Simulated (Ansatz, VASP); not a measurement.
**One calculation of Bi2W, two programs**

INCAR

```
ALGO = Normal ; EDIFF = 1E-6
EDIFFG = -0.005 ; ENCUT = 600
GGA = PE ; IBRION = 2
ISIF = 3 ; ISMEAR = -1
LASPH = True ; LCHARG = False
LREAL = False ; LWAVE = False
NELM = 100 ; NSW = 100
PREC = Accurate ; SIGMA = 0.03
```

Contents of KPOINTS:

```
k-points
0
Gamma
  9 9 5
```

Contents of POSCAR:

```
Bi2W
1.0
    4.1649823397      0.0000000000      0.0000000000
   -2.0824911699      3.6069805125      0.0000000000
    0.0000000000      0.0000000000      6.6639717436
W Bi
1 2
Direct
    0.0000000000      0.0000000000      0.0000000000
    0.3333333333      0.6666666667      0.2500000000
    0.6666666667      0.3333333333      0.7500000000
```

Input for Ansatz:

```yaml
crystal:
  lattice:
    - [4.1649823397, 0.0, 0.0]
    - [-2.0824911699, 3.6069805125, 0.0]
    - [0.0, 0.0, 6.6639717436]
  atoms:
    - { symbol: W, position: [0.0, 0.0, 0.0] }
    - { symbol: Bi, position: [0.3333333333, 0.6666666667, 0.25] }
    - { symbol: Bi, position: [0.6666666667, 0.3333333333, 0.75] }
kpoints:
  mp_grid: { grid: [9, 9, 5] }
scf:
  occupations: { method: fermi_dirac, width: 0.03 }
hamiltonian:
  xc: pbe
  pseudopotentials: { kind: paw }
output:
  forces: true
  stress: true
relax:
  f_tol: 0.005
  max_steps: 80
  cell: {}
```

Alike in both runs: task relaxation of cell and atoms; functional PBE; k mesh 9 × 9 × 5; occupations fermi-dirac, width 0.03 eV; no spin polarisation.

```csv
,VASP,Ansatz
version,VASP 6.6.1,Ansatz 0.2.0
potentials or method,"VASP PAW PBE potentials, release 64 (W_sv, Bi_d)","PAW with Ansatz's default frozen-core files, scalar-relativistic"
plane-wave cutoff (eV),600,420
valence electrons in the cell,44,44
```

VASP gave:

```
relaxed volume (Å³/atom)                                     : 28.12
relaxed cell length with the largest relative difference (Å) : 8.323
```

Problem. What did Ansatz give for the same quantities?

Solution. Relaxed volume (Å³/atom): 28.21; relaxed cell length with the largest relative difference (Å): 8.353.

Spin-orbit coupling is off throughout. Noted on VASP's run: the volume moved by over 15 % at a fixed basis, so the end points are rough.
